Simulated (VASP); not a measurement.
# Ge (Fm-3m) in VASP: a series of runs

The runs below take Ge through single point, with r2SCAN.

Everything below comes from runs of VASP 6.6.1. Logs are shortened: lines on timing, memory, paths and dates and some standing lists are left out, and cuts for length are marked.

## 1. The cell of the first run

The structure is cubic, space group Fm-3m (No. 225). Conventional cell: a = 4.232 Å, b = 4.232 Å, c = 4.232 Å, α = 90.00°, β = 90.00°, γ = 90.00°. Ge (site symmetry m-3m) has 12 Ge at 2.99 Å within 3.9 Å.

## 2. Single point, r2SCAN

POSCAR

```
Ge
1.0
    0.0000000000      2.1162369513      2.1162369513
    2.1162369513      0.0000000000      2.1162369513
    2.1162369513      2.1162369513      0.0000000000
Ge
1
Direct
    0.0000000000      0.0000000000      0.0000000000
```

INCAR.step1

```
PREC = Accurate ; ENCUT = 520
ISMEAR = -1 ; SIGMA = 0.1
LREAL = False ; LASPH = True
NELM = 100 ; NBANDS = 13
GGA = PE ; ALGO = Normal
EDIFF = 1E-4 ; LWAVE = True
LCHARG = False
```

INCAR.step2

```
PREC = Accurate ; ENCUT = 520
EDIFF = 1E-6 ; ISMEAR = -1
SIGMA = 0.1 ; LREAL = False
LASPH = True ; NELM = 100
ALGO = Normal ; ISIF = 2
LWAVE = False ; LCHARG = False
METAGGA = R2SCAN ; LMIXTAU = True
NBANDS = 13 ; ISTART = 1
```

KPOINTS

```
regular mesh
0
Gamma
  7 7 7
```

Potentials or basis: VASP PAW PBE potentials, release 64 (Ge_d).

Launch:

```bash
> cat potpaw_PBE.64/Ge_d/POTCAR > POTCAR
> cp INCAR.step1 INCAR
> mpirun -np 1 vasp_std > vasp.out
> cp INCAR.step2 INCAR
> mpirun -np 1 vasp_std > vasp.out
```

OUTCAR:

```text
PREC = Accurate
   ENCUT = 520
   EDIFF = 1E-6
   ISMEAR = -1
   LREAL = False
   LASPH = True
   NELM = 100
   ISIF = 2
   METAGGA = R2SCAN
   ISTART = 1

 ion  position               nearest neighbor table
   1  0.000  0.000  0.000-

  LATTYP: Found a face centered cubic cell.
 ALAT       =     4.2324739026

  Lattice vectors:

 A1 = (   0.0000000000,   2.1162369513,   2.1162369513)
 A2 = (   2.1162369513,   0.0000000000,   2.1162369513)
 A3 = (   2.1162369513,   2.1162369513,   0.0000000000)

Analysis of symmetry for initial positions (statically):
[... 33 lines left out ...]
                                     Primitive cell

  volume of cell :      18.9550

  direct lattice vectors                    reciprocal lattice vectors
     0.000000000  2.116236951  2.116236951    -0.236268439  0.236268439  0.236268439
     2.116236951  0.000000000  2.116236951     0.236268439 -0.236268439  0.236268439
     2.116236951  2.116236951  0.000000000     0.236268439  0.236268439 -0.236268439

  length of vectors
     2.992810998  2.992810998  2.992810998     0.409228940  0.409228940  0.409228940

  position of ions in fractional coordinates (direct lattice)
     0.000000000  0.000000000  0.000000000

  ion indices of the primitive-cell ions
   primitive index   ion index
                 1           1

----------------------------------------------------------------------------------------

 KPOINTS: regular mesh

Automatic generation of k-mesh.
 Grid dimensions read from file:
 generate k-points for:    7    7    7

 Generating k-lattice:

  Cartesian coordinates                     Fractional coordinates (reciprocal lattice)
    -0.033752634  0.033752634  0.033752634     0.142857143  0.000000000  0.000000000
     0.033752634 -0.033752634  0.033752634     0.000000000  0.142857143  0.000000000
     0.033752634  0.033752634 -0.033752634     0.000000000  0.000000000  0.142857143

  Length of vectors
     0.058461277  0.058461277  0.058461277

  Shift w.r.t. Gamma in fractional coordinates (k-lattice)
     0.000000000  0.000000000  0.000000000

 Subroutine IBZKPT returns following result:
 ===========================================

 Found     20 irreducible k-points:

 Following reciprocal coordinates:
            Coordinates               Weight
  0.000000  0.000000  0.000000      1.000000
  0.142857  0.000000  0.000000      8.000000
  0.285714  0.000000  0.000000      8.000000
  0.428571  0.000000  0.000000      8.000000
  0.142857  0.142857  0.000000      6.000000
  0.285714  0.142857  0.000000     24.000000
[... 12 lines left out ...]
 -0.428571  0.428571  0.142857     24.000000
 -0.285714  0.428571  0.142857     24.000000
   k-points           NKPTS =     20   k-points in BZ     NKDIM =     20   number of bands    NBANDS=     13
   number of dos      NEDOS =    301   number of ions     NIONS =      1
   total plane-waves  NPLWV =  13824
   dimension x,y,z NGX =    24 NGY =   24 NGZ =   24
   dimension x,y,z NGXF=    48 NGYF=   48 NGZF=   48
   ions per type =               1
   NGX,Y,Z   is equivalent  to a cutoff of  13.33, 13.33, 13.33 a.u.
   NGXF,Y,Z  is equivalent  to a cutoff of  26.66, 26.66, 26.66 a.u.
 SYSTEM =  unknown system
   PREC   = accura    normal or accurate (medium, high low for compatibility)
   ISTART =      1    job   : 0-new  1-cont  2-samecut
   ICHARG =      0    charge: 1-file 2-atom 10-const
   ISPIN  =      1    spin polarized calculation?
   LNONCOLLINEAR =      F non collinear calculations
   LSORBIT =      F    spin-orbit coupling
   LASPH  =      T    aspherical Exc in radial PAW
   ENCUT  =  520.0 eV  38.22 Ry    6.18 a.u.   5.56  5.56  5.56*2*pi/ulx,y,z
   NELM   =    100;   NELMIN=  2; NELMDL=  0     # of ELM steps
   EDIFF  = 0.1E-05   stopping-criterion for ELM
   LREAL  =      F    real-space projection
   EDIFFG = 0.1E-04   stopping-criterion for IOM
   NSW    =      0    number of steps for IOM
   IBRION =     -1    ionic relax: 0-MD 1-quasi-New 2-CG
   NFREE  =      0    steps in history (QN), initial steepest desc. (CG)
   ISIF   =      2    stress and relaxation
   ISYM   =      2    0-nonsym 1-usesym 2-fastsym
   POTIM  = 0.5000    time-step for ionic-motion
   TEBEG  =    0.0;   TEEND  =   0.0 temperature during run
   PSTRESS=    0.0 pullay stress
   NELECT =      14.0000    total number of electrons
   NUPDOWN=      -1.0000    fix difference up-down
   EMIN   =  10.00;   EMAX   =-10.00  energy-range for DOS
   EFERMI =   0.00;   METHOD = LEGACY
   ISMEAR =    -1;   SIGMA  =   0.10  broadening in eV -4-tet -1-fermi 0-gaus
   EFERMI_NEDOS =   21; number of points for ismear=-14 and -15
   IALGO  =     38    algorithm
   IMIX   =      4    mixing-type and parameters
     AMIX     =   0.40;   BMIX     =  1.00
     AMIX_MAG =   1.60;   BMIX_MAG =  1.00
  volume/ion in A,a.u.               =      18.95       127.91
  Fermi-wavevector in a.u.,A,eV,Ry     =   1.479823  2.796461 29.795089  2.189877
  Thomas-Fermi vector in A             =   2.593933
   LORBIT       =      0    0 simple, 1 ext, 2 COOP (PROOUT), +10 PAW based schemes
   METAGGA = R2SCAN    functional components
   LHFCALC =     F    Hartree Fock is set to
   AEXX    =    0.0000 exact exchange contribution
   IVDW    =     0    specifies the selected vdW correction
   LEPSILON=     F    determine dielectric tensor
   LRPA    =     F    only Hartree local field effects (RPA)
 non-spin polarized calculation
  energy-cutoff  :      520.00
  volume of cell :       18.95
 maximum number of plane-waves:       531
 NGX is ok and might be reduce to    24
   NGX = 11   NGY = 11   NGZ = 11

 number of electron      14.0000003 magnetization

 Free energy of the ion-electron system (eV)
  ---------------------------------------------------
  ext. energy  EPLUGINS =         0.00000000
  ---------------------------------------------------
  free energy    TOTEN  =       -13.29142697 eV

  energy without entropy =      -13.27643787  energy(sigma->0) =      -13.28393242

 E-fermi :   6.8075     XC(G=0): -12.4354

 val. band max:        6.6299408617   @ k =  -0.4286   0.4286   0.0000
 cond. band min:       6.8113371511   @ k =  -0.4286   0.4286   0.1429
 fundamental gap:      0.1813962894
 Fermi energy:         6.8074653001

 k-point     1 :       0.0000    0.0000    0.0000
  band No.  band energies     occupation
      1     -18.8410      2.00000
      2     -18.8410      2.00000
      3     -18.8410      2.00000
      4     -18.7885      2.00000
      5     -18.7885      2.00000
      6      -7.1964      2.00000
      7      16.1049      0.00000
      8      16.1052      0.00000
      9      16.1052      0.00000
     10      21.3654      0.00000
     11      21.3654      0.00000
     12      21.3655      0.00000
     13      22.5945      0.00000

 k-point     2 :       0.1429    0.0000    0.0000
  band No.  band energies     occupation
      1     -18.8410      2.00000
      2     -18.8317      2.00000
      3     -18.8317      2.00000
      4     -18.7876      2.00000
      5     -18.7876      2.00000
      6      -6.6590      2.00000
      7      12.1460      0.00000
      8      15.4095      0.00000
      9      15.4097      0.00000
     10      20.0400      0.00000
     11      22.5116      0.00000
     12      22.5116      0.00000
     13      25.6617      0.00000

 k-point     3 :       0.2857    0.0000    0.0000
  band No.  band energies     occupation
      1     -18.8426      2.00000
      2     -18.8285      2.00000
      3     -18.8285      2.00000
      4     -18.7677      2.00000
      5     -18.7677      2.00000
      6      -5.0540      2.00000
      7       6.6188      1.73676
      8      14.4508      0.00000
      9      14.4510      0.00000
     10      19.4700      0.00000
     11      21.5720      0.00000
     12      21.5721      0.00000
     13      23.6752      0.00000

 k-point     4 :       0.4286    0.0000    0.0000
  band No.  band energies     occupation
      1     -18.8453      2.00000
      2     -18.8354      2.00000
      3     -18.8354      2.00000
      4     -18.7421      2.00000
      5     -18.7421      2.00000
      6      -2.5204      2.00000
      7       2.0038      2.00000
      8      13.9487      0.00000
      9      13.9489      0.00000
     10      19.4890      0.00000
     11      20.1917      0.00000
     12      20.1918      0.00000
     13      21.8818      0.00000

 k-point     5 :       0.1429    0.1429    0.0000
  band No.  band energies     occupation
      1     -18.8526      2.00000
      2     -18.8199      2.00000
      3     -18.8199      2.00000
      4     -18.8006      2.00000
      5     -18.7799      2.00000
      6      -6.4798      2.00000
      7      13.7448      0.00000
      8      13.7449      0.00000
      9      13.9970      0.00000
     10      17.8359      0.00000
     11      21.2784      0.00000
     12      24.7629      0.00000
     13      24.7629      0.00000

 k-point     6 :       0.2857    0.1429    0.0000
  band No.  band energies     occupation
      1     -18.8559      2.00000
      2     -18.8187      2.00000
      3     -18.8082      2.00000
      4     -18.7915      2.00000
      5     -18.7624      2.00000
      6      -5.2289      2.00000
      7       8.7469      0.00000
      8      12.5531      0.00000
      9      13.1746      0.00000
     10      17.7273      0.00000
     11      20.0898      0.00000
     12      24.9499      0.00000
     13      25.3111      0.00000

 k-point     7 :       0.4286    0.1429    0.0000
  band No.  band energies     occupation
      1     -18.8511      2.00000
      2     -18.8265      2.00000
      3     -18.8144      2.00000
      4     -18.7679      2.00000
      5     -18.7395      2.00000
      6      -2.9648      2.00000
      7       3.8243      2.00000
      8      11.5660      0.00000
      9      12.2602      0.00000
     10      16.9956      0.00000
     11      22.4461      0.00000
     12      23.2143      0.00000
     13      25.8961      0.00000
[... 129 lines left out ...]
 k-point    16 :      -0.4286    0.4286    0.0000
  band No.  band energies     occupation
      1     -18.8889      2.00000
      2     -18.8543      2.00000
      3     -18.7502      2.00000
      4     -18.7386      2.00000
      5     -18.7306      2.00000
      6       1.0887      2.00000
      7       2.4367      2.00000
      8       6.6299      1.71022
      9       9.7527      0.00000
     10      14.0203      0.00000
     11      17.2816      0.00000
     12      32.0022      0.00000
     13      32.9676      0.00000

 k-point    17 :       0.4286    0.2857    0.1429
  band No.  band energies     occupation
      1     -18.8542      2.00000
      2     -18.8279      2.00000
      3     -18.7980      2.00000
      4     -18.7731      2.00000
      5     -18.7512      2.00000
      6      -3.6367      2.00000
      7       7.3870      0.00607
      8       8.2723      0.00000
      9      11.8398      0.00000
     10      18.8846      0.00000
     11      19.2406      0.00000
     12      23.4216      0.00000
     13      28.4836      0.00000

 k-point    18 :      -0.4286    0.2857    0.1429
  band No.  band energies     occupation
      1     -18.8420      2.00000
      2     -18.8304      2.00000
      3     -18.7937      2.00000
      4     -18.7705      2.00000
      5     -18.7430      2.00000
      6      -1.1584      2.00000
      7       3.3687      2.00000
      8       7.7135      0.00023
      9      10.0948      0.00000
     10      18.7179      0.00000
     11      21.1562      0.00000
     12      24.3176      0.00000
     13      28.5048      0.00000

 k-point    19 :      -0.4286    0.4286    0.1429
  band No.  band energies     occupation
      1     -18.8691      2.00000
      2     -18.8452      2.00000
      3     -18.7722      2.00000
      4     -18.7499      2.00000
      5     -18.7316      2.00000
      6      -0.2374      2.00000
      7       4.3542      2.00000
      8       6.8113      0.98064
      9       7.7785      0.00012
     10      17.5888      0.00000
     11      17.9190      0.00000
     12      26.5601      0.00000
     13      31.1211      0.00000

 k-point    20 :      -0.2857    0.4286    0.1429
  band No.  band energies     occupation
      1     -18.8487      2.00000
      2     -18.8178      2.00000
      3     -18.7971      2.00000
      4     -18.7702      2.00000
      5     -18.7322      2.00000
      6       0.9830      2.00000
      7       3.9476      2.00000
      8       4.3973      2.00000
      9       8.1056      0.00000
     10      18.4355      0.00000
     11      22.9102      0.00000
     12      24.8170      0.00000
     13      25.6812      0.00000

------------------------ aborting loop because EDIFF is reached ----------------------------------------

  FORCE on cell =-STRESS in cart. coord.  units (eV):
  Direction    XX          YY          ZZ          XY          YZ          ZX
  --------------------------------------------------------------------------------------
  -------------------------------------------------------------------------------------
  Total       -0.0176670     -0.0176670     -0.0176670      0.0000000      0.0000000      0.0000000
  in kB       -1.4933082     -1.4933082     -1.4933082      0.0000000      0.0000000      0.0000000
  external PRESSURE =      -1.4933082 kB  Pullay stress =       0.0000000 kB

 VOLUME and BASIS-vectors are now :
 -----------------------------------------------------------------------------
  energy-cutoff  :      520.00
  volume of cell :       18.95
      direct lattice vectors                 reciprocal lattice vectors
     0.000000000  2.116236951  2.116236951    -0.236268439  0.236268439  0.236268439
     2.116236951  0.000000000  2.116236951     0.236268439 -0.236268439  0.236268439
     2.116236951  2.116236951  0.000000000     0.236268439  0.236268439 -0.236268439

 POSITION                                       TOTAL-FORCE (eV/Angst)
 -----------------------------------------------------------------------------------
      0.00000      0.00000      0.00000        -0.000000      0.000000      0.000000
 -----------------------------------------------------------------------------------
    total drift:                               -0.000000     -0.000000     -0.000000

  FREE ENERGIE OF THE ION-ELECTRON SYSTEM (eV)
  ---------------------------------------------------
  free  energy   TOTEN  =       -13.2914269744 eV

  energy  without entropy=      -13.2764378653  energy(sigma->0) =      -13.28393242
```

Wall time 41 s (1 thread of AMD EPYC 7R43 (Zen 3), shared host); peak memory 0.1 GiB.

What came out:

```
Free energy            : -13.2914 eV
Pressure               : -0.1 GPa
Band gap on the k mesh : zero (band 7 reaches 16.10 eV, above the bottom of band 8 at 4.40 eV)
```

Levels at points of the mesh, in eV from the Fermi level:
| k point | band 5 | band 6 | band 7 | band 8 | band 9 | band 10 |
| --- | --- | --- | --- | --- | --- | --- |
| (0.00, 0.00, 0.00) | -25.60 | -14.00 | 9.30 | 9.30 | 9.30 | 14.56 |

Caveat: the k points lie up to 0.37 Å⁻¹ apart; the PAW data sets were made with another functional, which shifts forces and pressure a little.

(Part 1 of 2 ends here.)
